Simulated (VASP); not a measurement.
A run of VASP 6.6.1:

Contents of INCAR:

```
ALGO     = Normal         # electronic algorithm
EDIFF    = 1E-8           # SCF threshold, eV
ENCUT    = 500            # plane-wave cutoff, eV
GGA      = PS             # functional
GGA_COMPAT= F            
IBRION   = 8              # ionic algorithm
ISIF     = 2              # what is computed and relaxed
ISMEAR   = 0              # smearing method
LASPH    = T              # aspherical terms in the spheres
LCHARG   = F              # write CHGCAR
LEPSILON = T              # dielectric tensor by DFPT
LREAL    = F              # projectors in reciprocal space
LWAVE    = F              # write WAVECAR
NELM     = 120            # most SCF steps
NSW      = 1              # ionic steps
PREC     = Accurate       # precision mode
SIGMA    = 0.01           # smearing width, eV
```

File KPOINTS:

```
k-points
0
Gamma
  8 8 8
```

File POSCAR:

```
Na2S
1.0
    0.0000000000      3.2980000000      3.2980000000
    3.2980000000      0.0000000000      3.2980000000
    3.2980000000      3.2980000000      0.0000000000
S Na
1 2
Direct
    0.0000000000      0.0000000000      0.0000000000
    0.2500000000      0.2500000000      0.2500000000
    0.7500000000      0.7500000000      0.7500000000
```

Potentials or basis: VASP PAW PBE potentials, release 64 (S, Na_pv).

The run is started by

```console
$ cat potpaw_PBE.64/S/POTCAR potpaw_PBE.64/Na_pv/POTCAR > POTCAR
$ mpirun -np 1 vasp_std > vasp.out
```

Hardware: 1 thread of Intel Xeon 8259CL, with other jobs on the host.

Q: Estimate the wall time of this run.

A: Run time: 16 min on 1 thread of Intel Xeon 8259CL (shared host), peak memory 0.46 GiB. Counts: scf iterations 159, k points 29.
